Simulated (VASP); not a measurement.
Write the native input for VASP 6.6.1 that does the following.

```
Task                   : single point
Functional             : PBE
Potentials or basis    : VASP PAW PBE potentials, release 64 (Cd, S, O)
Cutoff                 : 520 eV
k mesh                 : 6 × 6 × 6
Occupations            : gaussian, width 0.1 eV
Spin                   : no spin polarisation
Dipole correction      : no
Further INCAR settings : ALGO = Normal; EDIFF = 1e-07; NBANDS = 26
```

The structure of Cd2SO lies in POSCAR:

```
Cd2SO
1.0
   -3.0666682042      3.0666682042      4.2148676174
    3.0666682042     -3.0666682042      4.2148676174
    3.0666682042      3.0666682042     -4.2148676174
Cd S O
2 1 1
Direct
    0.7709153568      0.7709153568      0.0000000000
    0.2290846432      0.2290846432      0.0000000000
    0.5000000000      0.5000000000      0.0000000000
    0.0000000000      0.0000000000      0.0000000000
```

One way to write it, as run:

INCAR

```
ALGO     = Normal         # electronic algorithm
EDIFF    = 1E-7           # SCF threshold, eV
ENCUT    = 520            # plane-wave cutoff, eV
GGA      = PE             # functional
ISIF     = 2              # what is computed and relaxed
ISMEAR   = 0              # smearing method
LASPH    = T              # aspherical terms in the spheres
LCHARG   = T              # write CHGCAR
LELF     = T              # ELF
LREAL    = F              # projectors in reciprocal space
LVHAR    = T            
LWAVE    = F              # write WAVECAR
NBANDS   = 26             # bands
NELM     = 60             # most SCF steps
PREC     = Accurate       # precision mode
SIGMA    = 0.1            # smearing width, eV
```

KPOINTS

```
k-points
0
Gamma
  6 6 6
```

Potentials or basis: VASP PAW PBE potentials, release 64 (Cd, S, O).

Command:

```bash
$ cat potpaw_PBE.64/Cd/POTCAR potpaw_PBE.64/S/POTCAR potpaw_PBE.64/O/POTCAR > POTCAR
$ mpirun -np 1 vasp_std > vasp.out
```

It gave:

* Pressure: 0.8 GPa
* Largest force: 0.250 eV/Å
* Band gap on the k mesh: 0.32 eV, indirect (least direct gap 0.65 eV)

Run time: 68 s on 1 thread of Intel(R) Xeon(R) 6975P-C (Granite Rapids), with other jobs on the host, peak memory 0.38 GiB.
